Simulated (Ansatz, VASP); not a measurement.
**One calculation of BN, two programs**

The input INCAR:

```
PREC     = Accurate       # precision mode
ENCUT    = 520            # plane-wave cutoff, eV
EDIFF    = 1E-6           # SCF threshold, eV
ISMEAR   = 0              # smearing method
SIGMA    = 0.02           # smearing width, eV
LREAL    = False          # projectors in reciprocal space
LASPH    = True           # aspherical terms in the spheres
NELM     = 80             # most SCF steps
ALGO     = Normal         # electronic algorithm
ISIF     = 2              # what is computed and relaxed
LWAVE    = False          # write WAVECAR
LCHARG   = False          # write CHGCAR
LDIPOL   = True         
IDIPOL   = 3            
DIPOL    = 0.5 0.5 0.500
GGA      = PE             # functional
IVDW     = 12             # dispersion correction
IBRION   = 2              # ionic algorithm
NSW      = 60             # ionic steps
EDIFFG   = -0.01          # ionic threshold
```

KPOINTS

```
Automatic mesh
0
Gamma
  12 12 1
```

File POSCAR:

```
BN
1.0
    2.5589373071      0.0000000000      0.0000000000
   -1.2794686536      2.1726516810      0.0000000000
    0.0000000000      0.0000000000     26.0000000000
B N
1 1
Direct
    0.0000000000      0.0000000000      0.5000000000
    0.6666666667      0.3333333333      0.5000000000
```

Input for Ansatz:

```yaml
crystal:
  lattice:
    - [2.5589373071, 0.0, 0.0]
    - [-1.2794686536, 2.172651681, 0.0]
    - [0.0, 0.0, 26.0]
  atoms:
    - { symbol: B, position: [0.0, 0.0, 0.5] }
    - { symbol: "N", position: [0.6666666667, 0.3333333333, 0.5] }
  periodic: [true, true, false]
basis:
  ecutwfc: 420
kpoints:
  mp_grid: { grid: [12, 12, 1] }
  band_path:
    path:
      - [0, 0, 0]
      - [0.5, 0, 0]
      - [0.3333333333333, 0.3333333333333, 0]
      - [0, 0, 0]
    npoints: 8
hamiltonian:
  xc: pbe
  dispersion: d3bj
scf:
  occupations: { method: gaussian, width: 0.02 }
output:
  forces: true
  stress: true
  eigenvalues: true
  write_density: true
  write_potential: true
  elf: true
  volumetric_format: npy
relax:
  adjacent_minimum: "off"
  f_tol: 0.01
  max_steps: 40
```

Change from the starting cell: strain along x +0.020, atoms relaxed.

Alike in both runs: task relaxation of the atoms; functional PBE; dispersion D3(BJ); k mesh 12 × 12 × 1; occupations gaussian, width 0.02 eV; no spin polarisation.

|  | VASP | Ansatz |
| --- | --- | --- |
| version | VASP 6.6.1 | Ansatz 0.2.0 |
| potentials or method | VASP PAW PBE potentials, release 64 (B, N), cutoff 520 eV | scalar-relativistic, plane waves, PAW |
| valence electrons in the cell | 8 | 8 |

```tsv
	VASP	Ansatz	Ansatz less VASP
gap on the k mesh at the Fermi level, each at its own relaxed structure (eV)	4.60	4.60	+0.003
```

Ansatz's warnings: stress scf threshold loose.
